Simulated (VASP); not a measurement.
Runs of VASP 6.6.1 on PrAlF. The structure is that of space group P4/mmm (No. 123), or close to it. The cells are those of the table. The cell was generated, and may not be a known phase.

```csv
task,cell,k mesh,gap on the mesh (eV),pressure (GPa),relaxed volume (Å³/atom)
single point,"a = 3.472, b = 3.472, c = 6.208 Å, 3 atoms",6 × 6 × 4,none,-0.1,-
single point,"a = 3.307, b = 3.307, c = 4.645 Å, 3 atoms",6 × 6 × 4,none,40.1,-
relaxation of cell and atoms,"relaxed from a = 3.307, b = 3.307, c = 4.645 Å, 3 atoms",6 × 6 × 4,none,0.0,(a)
single point,"a = 3.463, b = 3.463, c = 6.273 Å, 3 atoms",14 × 14 × 8,none,0.0,-
relaxation of cell and atoms,"relaxed from a = 3.472, b = 3.472, c = 6.208 Å, 3 atoms",14 × 14 × 8,none,0.0,25.07
```

Alike in all rows: level PBE; potentials or basis VASP PAW PBE potentials, release 64 (Pr_3, Al, F), 4f in core; no spin polarisation; cutoff (eV) 600; smearing gaussian 0.1 eV.

Fill in the values left out.

(a) 24.25.

Caveats: spin-orbit coupling is left out, which moves the levels of the heavy elements; the 4f electrons are frozen in the core, so they carry no moment and show no levels; an odd number of electrons without spin polarisation forces a metal; a magnetic or distorted state may lie lower; the run has no spin polarisation, though such a crystal can be magnetic; the stress differs along the axes, from 14 to 93 GPa (at least some runs); the volume moved by over 15 % at a fixed basis, so the end points are rough (at least some runs).

A k mesh can miss the band edges, and the runs leave out spin-orbit coupling on Pr.

A gap of «none» marks levels without a gap at the run's occupations.
